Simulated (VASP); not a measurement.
Set up this calculation in VASP 6.6.1, as the native input.

| Quantity | Value |
| --- | --- |
| Task | relaxation of cell and atoms |
| Functional | r2SCAN |
| Potentials or basis | VASP PAW PBE potentials, release 64 (Y_sv) |
| Cutoff | 600 eV |
| k mesh | 7 × 7 × 7 |
| Occupations | fermi-dirac, width 0.05 eV |
| Spin | no spin polarisation |
| Target pressure | 30 GPa |
| Dipole correction | no |
| Further INCAR settings | ALGO = Normal; EDIFF = 1e-06; IBRION = 2; EDIFFG = -0.01; NSW = 80; ISIF = 3 |

Y:

```xyz
1
Lattice="3.3100 0.0000 0.0000 0.0000 3.3100 0.0000 0.0000 0.0000 3.3100" Properties=species:S:1:pos:R:3 pbc="T T T"
Y     0.0000    0.0000    0.0000
```

These files were run (other wordings do the same):

POSCAR

```
Y
1.0
    3.3100000000      0.0000000000      0.0000000000
    0.0000000000      3.3100000000      0.0000000000
    0.0000000000      0.0000000000      3.3100000000
Y
1
Direct
    0.0000000000      0.0000000000      0.0000000000
```

INCAR.step1

```
PREC = Accurate
ENCUT = 600
ISMEAR = -1
SIGMA = 0.05
LREAL = F
LASPH = T
NELM = 100
GGA = PE
ALGO = Normal
EDIFF = 1E-4
LWAVE = T
LCHARG = F
```

INCAR.step2

```
PREC = Accurate
ENCUT = 600
EDIFF = 1E-6
ISMEAR = -1
SIGMA = 0.05
LREAL = F
LASPH = T
NELM = 100
ALGO = Normal
ISIF = 3
LWAVE = F
LCHARG = F
METAGGA = R2SCAN
LMIXTAU = T
IBRION = 2
NSW = 80
EDIFFG = -0.01
PSTRESS = 300.0
ISTART = 1
```

KPOINTS

```
regular mesh
0
Gamma
  7 7 7
```

Potentials or basis: VASP PAW PBE potentials, release 64 (Y_sv).

Run with:

```bash
$ cat potpaw_PBE.64/Y_sv/POTCAR > POTCAR
$ cp INCAR.step1 INCAR
$ mpirun -np 1 vasp_std > vasp.out
$ cp INCAR.step2 INCAR
$ mpirun -np 1 vasp_std > vasp.out
```

It gave:

```yaml
Relaxed_volume: 20.81 Å³/atom
Relaxed_cell: a = 2.751 Å, b = 2.751 Å, c = 2.751 Å, α = 90.00°, β = 90.00°, γ = 90.00°
Space_group_after_relaxing_to_0.05_Å: Pm-3m (No. 221)
Energy_change_on_relaxing_the_enthalpy_is_what_falls: +907.9 meV/atom
Ionic_steps: 20
Pressure_after_relaxing: 30.0 GPa
```

Caveat: the cell is relaxed towards a set pressure, so the enthalpy falls and the energy may rise; the volume moved by over 15 % at a fixed basis, so the end points are rough; the PAW data sets were made with another functional, which shifts forces and pressure a little.

Wall time 5.6 min on 1 thread of Intel(R) Xeon(R) Platinum 8488C (Sapphire Rapids), with other jobs on the host, peak memory 0.22 GiB.
